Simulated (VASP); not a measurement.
Input of a VASP 6.6.1 run:

The input INCAR:

```
PREC     = Accurate       # precision mode
ENCUT    = 520            # plane-wave cutoff, eV
EDIFF    = 1E-7           # SCF threshold, eV
ISMEAR   = -1             # smearing method
SIGMA    = 0.1            # smearing width, eV
LREAL    = False          # projectors in reciprocal space
LASPH    = True           # aspherical terms in the spheres
NELM     = 80             # most SCF steps
ALGO     = Normal         # electronic algorithm
ISIF     = 2              # what is computed and relaxed
LWAVE    = False          # write WAVECAR
LCHARG   = False          # write CHGCAR
GGA      = CA             # functional
NBANDS   = 51             # bands
```

The input KPOINTS:

```
regular mesh
0
Gamma
  2 2 2
```

POSCAR

```
Zn
1.0
    0.0000000000      3.9295520000      3.9295520000
    3.9295520000      0.0000000000      3.9295520000
    3.9295520000      3.9295520000      0.0000000000
Zn
7
Direct
    0.0000000000      0.0000000000      0.5000000000
    0.0000000000      0.5000000000      0.0000000000
    0.0000000000      0.5000000000      0.5000000000
    0.5000000000      0.0000000000      0.0000000000
    0.5000000000      0.0000000000      0.5000000000
    0.5000000000      0.5000000000      0.0000000000
    0.5000000000      0.5000000000      0.5000000000
```

Potentials or basis: VASP PAW LDA potentials, release 64 (Zn).

The run is started by

```bash
$ cat potpaw_LDA.64/Zn/POTCAR > POTCAR
$ mpirun -np 1 vasp_std > vasp.out
```

**Question.** Predict the pressure.

**Answer.** -9.7 GPa.

**Question.** Predict the band gap on the k mesh.

**Answer.** Zero (band 42 reaches 4.45 eV, above the bottom of band 43 at 0.69 eV).

Caveat: the k points lie up to 0.69 Å⁻¹ apart.
